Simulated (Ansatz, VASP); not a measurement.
One calculation of Te, two programs

Contents of INCAR:

```
PREC     = Accurate       # precision mode
ENCUT    = 520            # plane-wave cutoff, eV
EDIFF    = 1E-6           # SCF threshold, eV
ISMEAR   = -1             # smearing method
SIGMA    = 0.1            # smearing width, eV
LREAL    = F              # projectors in reciprocal space
LASPH    = T              # aspherical terms in the spheres
NELM     = 80             # most SCF steps
ALGO     = Normal         # electronic algorithm
ISIF     = 2              # what is computed and relaxed
LWAVE    = F              # write WAVECAR
LCHARG   = F              # write CHGCAR
GGA      = RP             # functional
NBANDS   = 16             # bands
```

KPOINTS

```
Automatic mesh
0
Gamma
  8 8 11
```

File POSCAR:

```
Te
1.0
    5.4517835218      0.0000000000      0.0000000000
   -2.7258917609      4.7213830258      0.0000000000
    0.0000000000      0.0000000000      3.2007332054
Te
3
Direct
    0.0000000000      0.0000000000      0.0000000000
    0.3333333333      0.6666666667      0.5000000000
    0.6666666667      0.3333333333      0.5000000000
```

Input for Ansatz:

```yaml
crystal:
  lattice:
    - [5.4517835218, 0.0, 0.0]
    - [-2.7258917609, 4.7213830258, 0.0]
    - [0.0, 0.0, 3.2007332054]
  atoms:
    - { symbol: Te, position: [0.0, 0.0, 0.0] }
    - { symbol: Te, position: [0.3333333333, 0.6666666667, 0.5] }
    - { symbol: Te, position: [0.6666666667, 0.3333333333, 0.5] }
hamiltonian:
  xc: rpbe
  pseudopotentials:
    kind: paw
    azcp:
      Te: "pseudopotentials/Te.paw.azcp"
basis:
  ecutwfc: 420
  fft_grid_basis: typed
kpoints:
  mp_grid: { grid: [8, 8, 11], shift: [0, 0, 0] }
magnetization:
  spin_polarized: false
scf:
  occupations: { method: fermi_dirac, width: 0.1 }
  lower_state_search: "off"
output:
  stress: true
```

Alike in both runs: task single point; functional RPBE; k mesh 8 × 8 × 11; occupations fermi-dirac, width 0.1 eV; no spin polarisation.

```csv
,VASP,Ansatz
version,VASP 6.6.1,Ansatz 0.2.0
potentials or method,"VASP PAW PBE potentials, release 64 (Te), cutoff 520 eV","plane waves (420 eV) with PAW, scalar-relativistic"
valence electrons in the cell,18,48
```

Ansatz gave:

```
pressure (GPa)                                                : 4.6
traceless stress, the component that is largest in VASP (GPa) : -1.44
```

Q: Which values does VASP return?

A: Pressure (GPa): 4.4; traceless stress, the component that is largest in VASP (GPa): -1.45.

VASP's potentials were made for PBE, not for RPBE. VASP's potentials hold 18 valence electrons a cell and Ansatz's 48, so a difference there can come from the potentials and not from the codes.

Spin-orbit coupling is off throughout.
